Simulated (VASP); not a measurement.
A run of VASP 6.6.1 is set up as follows.

The input POSCAR:

```
Mo
1.0
   -1.5821900000      1.5821900000      1.5821900000
    1.5821900000     -1.5821900000      1.5821900000
    1.5821900000      1.5821900000     -1.5821900000
Mo
1
Direct
    0.0000000000      0.0000000000      0.0000000000
```

File INCAR.step1:

```
SYSTEM = Mo
PREC = Accurate ; ENCUT = 520
ISMEAR = -1 ; SIGMA = 0.1
LREAL = .FALSE. ; LASPH = .TRUE.
NELM = 60 ; NBANDS = 13
GGA = PE ; ALGO = Normal
EDIFF = 1E-4 ; LWAVE = .TRUE.
LCHARG = .FALSE.
```

Contents of INCAR.step2:

```
SYSTEM = Mo
PREC = Accurate ; ENCUT = 520
EDIFF = 1E-6 ; ISMEAR = -1
SIGMA = 0.1 ; LREAL = .FALSE.
LASPH = .TRUE. ; NELM = 60
ALGO = Normal ; ISIF = 2
LWAVE = .FALSE. ; LCHARG = .FALSE.
METAGGA = R2SCAN ; LMIXTAU = .TRUE.
NBANDS = 13 ; ISTART = 1
```

File KPOINTS:

```
Automatic mesh
0
G
  8 8 8
  0 0 0
```

Potentials or basis: VASP PAW PBE potentials, release 64 (Mo_sv).

Command:

```console
$ cat potpaw_PBE.64/Mo_sv/POTCAR > POTCAR
$ cp INCAR.step1 INCAR
$ mpirun -np 1 vasp_std > vasp.out
$ cp INCAR.step2 INCAR
$ mpirun -np 1 vasp_std > vasp.out
```

Question: Estimate the band gap on the k mesh.

Answer: Zero (band 7 reaches 16.39 eV, above the bottom of band 8 at 10.93 eV).

Question: What does it give for the pressure?

Answer: -1.6 GPa.

Caveat: the PAW data sets were made with another functional, which shifts forces and pressure a little.
